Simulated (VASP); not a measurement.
A run of VASP 6.6.1:

Contents of INCAR:

```
SYSTEM = Na
PREC = Accurate
ENCUT = 520
EDIFF = 1E-6
ISMEAR = 0
SIGMA = 0.15
LREAL = .FALSE.
LASPH = .TRUE.
NELM = 80
ALGO = Fast
ISIF = 2
LWAVE = .FALSE.
LCHARG = .FALSE.
GGA = CA
NBANDS = 14
```

File KPOINTS:

```
Automatic mesh
0
G
  12 12 10
  0 0 0
```

Contents of POSCAR:

```
Na
1.0
    0.0000000000     -3.6205084948      0.0000000000
   -3.6205084948      0.0000000000      0.0000000000
    0.0000000000      0.0000000000     -5.0841636952
Na
2
Direct
    0.5000000000      0.6637891475      0.5398688973
    0.0000000000     -0.1637891475     -0.0398688973
```

Potentials or basis: VASP PAW LDA potentials, release 64 (Na_pv).

Run with:

```sh
$ cat potpaw_LDA.64/Na_pv/POTCAR > POTCAR
$ mpirun -np 1 vasp_std > vasp.out
```

Hardware: 1 thread of Intel(R) Xeon(R) Platinum 8488C (Sapphire Rapids), on a shared host.

Question: Estimate the wall time of this run.

Answer: Run time: 3.7 min on 1 thread of Intel(R) Xeon(R) Platinum 8488C (Sapphire Rapids), with other jobs on the host, peak memory 0.38 GiB. Counts: scf iterations 16, k points 434.
